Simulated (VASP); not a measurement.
Input of a VASP 6.6.1 run:

The input INCAR:

```
ALGO = Fast
EDIFF = 1E-7
ENCUT = 520
GGA = PS
ISIF = 2
ISMEAR = 0
LASPH = T
LCHARG = F
LREAL = F
LWAVE = F
NBANDS = 30
NELM = 60
PREC = Accurate
SIGMA = 0.15
```

KPOINTS

```
k-points
0
Gamma
  14 14 14
```

The input POSCAR:

```
Ni3Ge
1.0
    3.5249142772      0.0176245714      0.0000000000
    0.0176245714      3.5249142772      0.0000000000
    0.0000000000      0.0000000000      3.5249142772
Ni Ge
3 1
Direct
    0.5000000000      0.0000000000      0.5000000000
    0.0000000000      0.5000000000      0.5000000000
    0.5000000000      0.5000000000      0.0000000000
    0.0000000000      0.0000000000      0.0000000000
```

Potentials or basis: VASP PAW PBE potentials, release 64 (Ni, Ge_d).

Launch:

```sh
$ cat potpaw_PBE.64/Ni/POTCAR potpaw_PBE.64/Ge_d/POTCAR > POTCAR
$ mpirun -np 1 vasp_std > vasp.out
```

(1) Estimate the band gap on the k mesh.

(2) Predict the pressure.

Results:

(1) zero (bands 22 and 23 overlap by 0.23 eV).

(2) 0.3 GPa.

Caveat: the cell differs from its parent crystal (strain +0.0100 x Voigt [0, 0, 0, 0, 0, 1]); the PAW data sets were made with another functional, which shifts forces and pressure a little.
